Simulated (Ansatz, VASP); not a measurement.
**In4H3 in VASP and in Ansatz**

```
In H
1.0
     5.11426    0.00000    0.00000
     0.00000    5.11426    0.00000
     0.00000    0.00000    5.11426
In H
4 3
Direct
  0.72878 0.27122 0.27122
  0.27122 0.72878 0.27122
  0.27122 0.27122 0.72878
  0.72878 0.72878 0.72878
  0.00000 0.00000 0.50000
  0.50000 0.00000 0.00000
  0.00000 0.50000 0.00000
```

Change from the starting cell: species swapped into the Si3As4 type (P-43m, No. 215).

Alike in both runs: functional PBE; k mesh 8 × 8 × 8; occupations gaussian, width 0.1 eV; no spin polarisation.

Ansatz relaxed the structure, and its values are those at the end. VASP's run is a single point on that final structure, the one shown.

|  | VASP | Ansatz |
| --- | --- | --- |
| version | VASP 6.6.1 | Ansatz 0.2.0 |
| potentials or method | VASP PAW PBE potentials, release 64 (In_d, H), cutoff 520 eV | scalar-relativistic, plane waves, PAW |
| valence electrons in the cell | 55 | 55 |

|  | VASP | Ansatz | Ansatz less VASP |
| --- | --- | --- | --- |
| gap on the k mesh at the Fermi level (eV) | none | none | - |
| pressure (GPa) | -0.1 | 0.0 | +0.07 |

A gap of «none» marks a metal or a gap that the smearing closes.
